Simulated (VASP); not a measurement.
# CdS (Fm-3m) in VASP: a series of runs, part 2 of 2

VASP 6.6.1. Earlier steps stand in the parts before.

## (3) Vibrations by perturbation theory, PBE

INCAR reads:

```
ALGO = Normal
EDIFF = 1E-8
ENCUT = 520
GGA = PE
IBRION = 8
ISIF = 2
ISMEAR = -1
LASPH = True
LCHARG = False
LREAL = False
LWAVE = False
NBANDS = 16
NELM = 60
NSW = 1
PREC = Accurate
SIGMA = 0.05
```

KPOINTS reads:

```
k-points
0
Gamma
  8 8 8
```

POSCAR reads:

```
CdS
1.0
    0.0000000000      2.7532440000      2.7532440000
    2.7532440000      0.0000000000      2.7532440000
    2.7532440000      2.7532440000      0.0000000000
Cd S
1 1
Direct
    0.0000000000      0.0000000000      0.0000000000
    0.5000000000      0.5000000000      0.5000000000
```

Potentials or basis: VASP PAW PBE potentials, release 64 (Cd, S).

Command:

```console
$ cat potpaw_PBE.64/Cd/POTCAR potpaw_PBE.64/S/POTCAR > POTCAR
$ mpirun -np 1 vasp_std > vasp.out
```

OUTCAR:

```text
EDIFF = 1E-8
   ENCUT = 520
   GGA = PE
   IBRION = 8
   ISIF = 2
   ISMEAR = -1
   LASPH = True
   LREAL = False
   NELM = 60
   NSW = 1
   PREC = Accurate

 ion  position               nearest neighbor table
   1  0.000  0.000  0.000-   2 2.75   2 2.75   2 2.75   2 2.75   2 2.75   2 2.75
   2  0.500  0.500  0.500-   1 2.75   1 2.75   1 2.75   1 2.75   1 2.75   1 2.75

  LATTYP: Found a face centered cubic cell.
 ALAT       =     5.5064880000

  Lattice vectors:

 A1 = (   0.0000000000,   2.7532440000,   2.7532440000)
 A2 = (   2.7532440000,   0.0000000000,   2.7532440000)
 A3 = (   2.7532440000,   2.7532440000,   0.0000000000)

Analysis of symmetry for initial positions (statically):
=====================================================================
 Subroutine PRICEL returns:
 Original cell was already a primitive cell.

 Routine SETGRP: Setting up the symmetry group for a
 face centered cubic supercell.

 Subroutine GETGRP returns: Found 48 space group operations
[... 682 lines left out ...]

 INTERNAL STRAIN TENSOR  FOR ION    2  DIRECTION 1   (eV/Angst):
 -----------------------------------------------------------------------------
    -0.03137 -0.00000  0.00000
     0.00000  0.02686 -0.00000
     0.00000 -0.00000  0.02686

 INTERNAL STRAIN TENSOR FOR ION    2 for displacements in x,y,z  (eV/Angst):
          X           Y           Z          XY          YZ          ZX
  --------------------------------------------------------------------------------
  x     0.00000     0.00000     0.00000     0.00000     0.00000     0.00000
  y     0.00000     0.00000     0.00000     0.00000     0.00000     0.00000
  z     0.00000     0.00000     0.00000     0.00000     0.00000     0.00000

 SECOND DERIVATIVES (NOT SYMMETRIZED)
 ------------------------------------
               1X          1Y          1Z          2X          2Y          2Z
  1X    -1.324210    0.000000    0.000000    1.324210    0.000000    0.000000
  1Y     0.000000   -1.324210    0.000000    0.000000    1.324210    0.000000
  1Z     0.000000    0.000000   -1.324210    0.000000    0.000000    1.324210
  2X     1.299863    0.000000    0.000000   -1.299863    0.000000    0.000000
  2Y     0.000000    1.299863    0.000000    0.000000   -1.299863    0.000000
  2Z     0.000000    0.000000    1.299863    0.000000    0.000000   -1.299863

 Eigenvectors and eigenvalues of the dynamical matrix
 ----------------------------------------------------

   1 f  =    3.575825 THz    22.467568 2PiTHz  119.276669 cm-1    14.788415 meV
             X         Y         Z           dx          dy          dz
      0.000000  0.000000  0.000000    -0.474526    0.000000    0.000000
      2.753244  2.753244  2.753244     0.880242    0.000000    0.000000
[... 21 lines left out ...]
   6 f/i=    0.013858 THz     0.087073 2PiTHz    0.462257 cm-1     0.057313 meV
             X         Y         Z           dx          dy          dz
      0.000000  0.000000  0.000000     0.000000    0.000000    0.880242
      2.753244  2.753244  2.753244     0.000000    0.000000    0.474526

--------------------------------------------------------------------------------------------------------

 ELASTIC MODULI CONTR FROM IONIC RELAXATION (kBar)
 Direction    XX          YY          ZZ          XY          YZ          ZX
 --------------------------------------------------------------------------------
 XX           0.0000      0.0000      0.0000      0.0000      0.0000      0.0000
 YY           0.0000      0.0000      0.0000      0.0000      0.0000      0.0000
 ZZ           0.0000      0.0000      0.0000      0.0000      0.0000      0.0000
 XY           0.0000      0.0000      0.0000      0.0000      0.0000      0.0000
 YZ           0.0000      0.0000      0.0000      0.0000      0.0000      0.0000
 ZX           0.0000      0.0000      0.0000      0.0000      0.0000      0.0000
 --------------------------------------------------------------------------------
```

OSZICAR:

```text
N       E                     dE             d eps       ncg     rms          rms(c)
DAV:   1     0.101186759196E+03    0.10119E+03   -0.93056E+03   984   0.105E+03
DAV:   2    -0.301801674558E+01   -0.10420E+03   -0.97455E+02  1136   0.251E+02
DAV:   3    -0.644462268351E+01   -0.34266E+01   -0.34218E+01  1128   0.472E+01
[... 42 lines left out ...]
RMM:   9    -0.105806240275E+00   -0.20205E-06   -0.14284E-09  3090   0.197E-04    0.467E-05
RMM:  10    -0.105806342103E+00   -0.10183E-06    0.80218E-10  3295   0.196E-05    0.267E-05
RMM:  11    -0.105806292373E+00    0.49729E-07    0.10297E-08  3056   0.126E-05    0.237E-06
RMM:  12    -0.105806318444E+00   -0.26070E-07   -0.28315E-08  2749   0.267E-06    0.458E-07
RMM:  13    -0.105806322616E+00   -0.41721E-08   -0.24635E-09  1961   0.135E-06    0.188E-07
 Linear response finished
```

It took 1.8 min on 1 thread of Intel Xeon Platinum 8488C (Sapphire Rapids), shared host; peak memory 0.25 GiB.

What came out:

```yaml
Highest_phonon_frequency_at_Γ_LO-TO_splitting_left_out: 119 cm⁻¹
```

Phonon frequencies in cm⁻¹ (negative: imaginary):
| q point | frequencies |
| --- | --- |
| (0.000, 0.000, 0.000) | 0 0 0 119 119 119 |

## (4) Vibrations by perturbation theory, PBEsol

INCAR reads:

```
  PREC = Accurate
  ENCUT = 520
  EDIFF = 1E-8
  ISMEAR = -1
  SIGMA = 0.05
  LREAL = False
  LASPH = True
  NELM = 80
  ALGO = Normal
  ISIF = 2
  LWAVE = False
  LCHARG = False
  GGA = PS
  IBRION = 8
  NSW = 1
```

KPOINTS reads:

```
regular mesh
0
Gamma
  8 8 8
```

POSCAR is that of step 3.

Potentials or basis: VASP PAW PBE potentials, release 64 (Cd, S).

Command:

```console
$ cat potpaw_PBE.64/Cd/POTCAR potpaw_PBE.64/S/POTCAR > POTCAR
$ mpirun -np 1 vasp_std > vasp.out
```

OUTCAR:

```text
PREC = Accurate
   ENCUT = 520
   EDIFF = 1E-8
   ISMEAR = -1
   LREAL = False
   LASPH = True
   NELM = 80
   ISIF = 2
   GGA = PS
   IBRION = 8
   NSW = 1

 ion  position               nearest neighbor table
   1  0.000  0.000  0.000-   2 2.75   2 2.75   2 2.75   2 2.75   2 2.75   2 2.75
   2  0.500  0.500  0.500-   1 2.75   1 2.75   1 2.75   1 2.75   1 2.75   1 2.75

  LATTYP: Found a face centered cubic cell.
 ALAT       =     5.5064880000

  Lattice vectors:

 A1 = (   0.0000000000,   2.7532440000,   2.7532440000)
 A2 = (   2.7532440000,   0.0000000000,   2.7532440000)
 A3 = (   2.7532440000,   2.7532440000,   0.0000000000)

Analysis of symmetry for initial positions (statically):
=====================================================================
 Subroutine PRICEL returns:
 Original cell was already a primitive cell.

 Routine SETGRP: Setting up the symmetry group for a
 face centered cubic supercell.
[... 612 lines left out ...]

 INTERNAL STRAIN TENSOR  FOR ION    2  DIRECTION 1   (eV/Angst):
 -----------------------------------------------------------------------------
    -0.03310 -0.00000 -0.00000
     0.00000  0.02777  0.00000
    -0.00000  0.00000  0.02777

 INTERNAL STRAIN TENSOR FOR ION    2 for displacements in x,y,z  (eV/Angst):
          X           Y           Z          XY          YZ          ZX
  --------------------------------------------------------------------------------
  x     0.00000     0.00000     0.00000     0.00000     0.00000     0.00000
  y     0.00000     0.00000     0.00000     0.00000     0.00000     0.00000
  z     0.00000     0.00000     0.00000     0.00000     0.00000     0.00000

 SECOND DERIVATIVES (NOT SYMMETRIZED)
 ------------------------------------
               1X          1Y          1Z          2X          2Y          2Z
  1X    -1.086974    0.000000    0.000000    1.086974    0.000000    0.000000
  1Y     0.000000   -1.086974    0.000000    0.000000    1.086974    0.000000
  1Z     0.000000    0.000000   -1.086974    0.000000    0.000000    1.086974
  2X     1.062824    0.000000    0.000000   -1.062824    0.000000    0.000000
  2Y     0.000000    1.062824    0.000000    0.000000   -1.062824    0.000000
  2Z     0.000000    0.000000    1.062824    0.000000    0.000000   -1.062824

 Eigenvectors and eigenvalues of the dynamical matrix
 ----------------------------------------------------

   1 f  =    3.234827 THz    20.325019 2PiTHz  107.902224 cm-1    13.378165 meV
             X         Y         Z           dx          dy          dz
      0.000000  0.000000  0.000000     0.000000    0.000000   -0.475249
      2.753244  2.753244  2.753244     0.000000    0.000000    0.879851
[... 21 lines left out ...]
   6 f/i=    0.015195 THz     0.095475 2PiTHz    0.506862 cm-1     0.062843 meV
             X         Y         Z           dx          dy          dz
      0.000000  0.000000  0.000000     0.879033    0.037647    0.004662
      2.753244  2.753244  2.753244     0.474807    0.020335    0.002518

--------------------------------------------------------------------------------------------------------

 ELASTIC MODULI CONTR FROM IONIC RELAXATION (kBar)
 Direction    XX          YY          ZZ          XY          YZ          ZX
 --------------------------------------------------------------------------------
 XX           0.0000      0.0000      0.0000      0.0000      0.0000      0.0000
 YY           0.0000      0.0000      0.0000      0.0000      0.0000      0.0000
 ZZ           0.0000      0.0000      0.0000      0.0000      0.0000      0.0000
 XY           0.0000      0.0000      0.0000      0.0000      0.0000      0.0000
 YZ           0.0000      0.0000      0.0000      0.0000      0.0000      0.0000
 ZX           0.0000      0.0000      0.0000      0.0000      0.0000      0.0000
 --------------------------------------------------------------------------------
```

stdout:

```text
POSCAR found type information on POSCAR CdS
 POSCAR found :  2 types and       2 ions
 scaLAPACK will be used
 -----------------------------------------------------------------------------
|                                                                             |
|                                                                             |
|     You enforced a specific xc type in the INCAR file but a different       |
|     I HOPE YOU KNOW WHAT YOU ARE DOING!                                     |
|                                                                             |
 -----------------------------------------------------------------------------

 LDA part: xc-table for (Slater+PW92), standard interpolation
 POSCAR, INCAR and KPOINTS ok, starting setup
 FFT: planning ... GRIDC
 FFT: planning ... GRID_SOFT
 FFT: planning ... GRID
 WAVECAR not read
 entering main loop
 Linear response reoptimize wavefunctions to high precision
 Linear response DOF=           2
 Linear response progress:
 first order change of Fermi-energy  -0.27919E-03
 force on displaced ion       1 direction 1 :  -1.087   0.000   0.000
 Linear response progress:
 first order change of Fermi-energy   0.13082E-02
 force on displaced ion       2 direction 1 :  -1.063   0.000   0.000
 Linear response finished
```

Wall time 93 s (1 thread of Intel Xeon Platinum 8488C (Sapphire Rapids), shared host); peak memory 0.25 GiB.

Results:

```
Highest phonon frequency at Γ, LO-TO splitting left out : 108 cm⁻¹
```

Phonon frequencies in cm⁻¹ (negative: imaginary):
```tsv
q point	frequencies
(0.000, 0.000, 0.000)	-1 -1 -1 108 108 108
```

Caveat: the cell wasn't relaxed at this level first, which shifts response properties.
